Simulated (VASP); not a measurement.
A run of VASP 6.6.1 is set up as follows.

The input INCAR:

```
SYSTEM = TiSb
PREC = Accurate ; ENCUT = 520
EDIFF = 1E-8 ; ISMEAR = -1
SIGMA = 0.03 ; LREAL = .False.
LASPH = .True. ; NELM = 80
ALGO = Normal ; ISIF = 2
LWAVE = .False. ; LCHARG = .False.
LEFG = .True. ; NBANDS = 25
```

KPOINTS

```
Automatic mesh
0
Gamma
  12 12 7
  0 0 0
```

The input POSCAR:

```
TiSb
1.0
    4.1572960870      0.0000000000      0.0000000000
   -2.0786480435      3.6003240224      0.0000000000
    0.0000000000      0.0000000000      6.3662884298
Ti Sb
2 2
Direct
    0.0000000000      0.0000000000      0.0000000000
    0.0000000000      0.0000000000      0.5000000000
    0.3333333333      0.6666666667      0.2500000000
    0.6666666667      0.3333333333      0.7500000000
```

Potentials or basis: VASP PAW LDA potentials, release 64 (Ti_sv, Sb).

Command:

```sh
$ cat potpaw_LDA.64/Ti_sv/POTCAR potpaw_LDA.64/Sb/POTCAR > POTCAR
$ mpirun -np 1 vasp_std > vasp.out
```

Problem. What does it give for the pressure?

Solution. -10.7 GPa.

Problem. What does it give for the band gap on the k mesh?

Solution. Zero (bands 17 and 18 overlap by 0.45 eV).

Stress tensor (GPa, compression positive):
```
-10.42   0.00   0.00
  0.00 -10.42   0.00
  0.00   0.00 -11.27
```

Caveat: the cell stands under tension; without QUAD_EFG the Cq values of the log hold for a quadrupole moment of 1 mb, not for the nuclei; spin-orbit coupling is left out, which moves the levels of the heavy elements.
